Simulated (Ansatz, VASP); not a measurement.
## Two plane-wave programs on CdTe

The input INCAR:

```
  PREC = Accurate
  ENCUT = 500
  EDIFF = 1E-6
  ISMEAR = 0
  SIGMA = 0.05
  LREAL = F
  LASPH = T
  NELM = 120
  ALGO = Normal
  ISIF = 2
  LWAVE = F
  LCHARG = F
  GGA = CA
  NBANDS = 16
  GGA_COMPAT = F
```

Contents of KPOINTS:

```
Automatic mesh
0
Gamma
  6 6 6
```

POSCAR

```
CdTe
1.0
    0.0000000000      3.1977990000      3.1977990000
    3.1977990000      0.0000000000      3.1977990000
    3.1977990000      3.1977990000      0.0000000000
Cd Te
1 1
Direct
    0.0000000000      0.0000000000      0.0000000000
    0.2500000000      0.2500000000      0.2500000000
```

Input for Ansatz:

```yaml
crystal:
  lattice:
    - [0.0, 3.197799, 3.197799]
    - [3.197799, 0.0, 3.197799]
    - [3.197799, 3.197799, 0.0]
  atoms:
    - { symbol: Cd, position: [0.0, 0.0, 0.0] }
    - { symbol: Te, position: [0.25, 0.25, 0.25] }
basis:
  ecutwfc: 420
kpoints:
  mp_grid: { grid: [6, 6, 6] }
hamiltonian:
  xc: lda
scf:
  occupations: { method: gaussian, width: 0.05 }
output:
  forces: true
  stress: true
  eigenvalues: true
```

Alike in both runs: task single point; functional LDA; k mesh 6 × 6 × 6; occupations gaussian, width 0.05 eV; no spin polarisation.

|  | VASP | Ansatz |
| --- | --- | --- |
| version | VASP 6.6.1 | Ansatz 0.2.0 |
| potentials or method | VASP PAW LDA potentials, release 64 (Cd, Te), cutoff 500 eV | scalar-relativistic, plane waves, PAW |
| valence electrons in the cell | 18 | 36 |

```csv
,VASP,Ansatz,Ansatz less VASP
gap on the k mesh at the Fermi level (eV),0.67,0.63,-0.043
least direct gap on the mesh (eV),0.67,0.63,-0.043
pressure (GPa),0.6,0.3,-0.27
```

LDA's correlation is that of Perdew and Zunger in VASP and of Perdew and Wang (1992) in Ansatz. VASP's potentials hold 18 valence electrons a cell and Ansatz's 36, so a difference there can come from the potentials and not from the codes.

Neither program's run includes spin-orbit coupling.
